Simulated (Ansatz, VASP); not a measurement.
## One calculation of Cs, two programs

```
Cs
1.0
     0.00000    3.05243    3.05243
     3.05243    0.00000    3.05243
     3.05243    3.05243    0.00000
Cs
1
Direct
  0.00000 0.00000 0.00000
```

Change from the starting cell: volume scaled by 0.515, to set the pressure.

Alike in both runs: task single point; functional PBEsol; k mesh 11 × 11 × 11; occupations fermi-dirac, width 0.05 eV; no spin polarisation.

```csv
,VASP,Ansatz
version,VASP 6.6.1,Ansatz 0.2.0
potentials or method,"VASP PAW PBE potentials, release 64 (Cs_sv)","PAW with Ansatz's default frozen-core files, scalar-relativistic"
plane-wave cutoff (eV),520,420
valence electrons in the cell,9,9
```

|  | VASP | Ansatz | Ansatz less VASP |
| --- | --- | --- | --- |
| pressure (GPa) | 2.9 | 2.9 | 0.00 |

VASP's potentials were made for PBE, not for PBEsol. The functional is the same, so the differences come from potentials, cutoffs and numerics.

Spin-orbit coupling is off throughout.
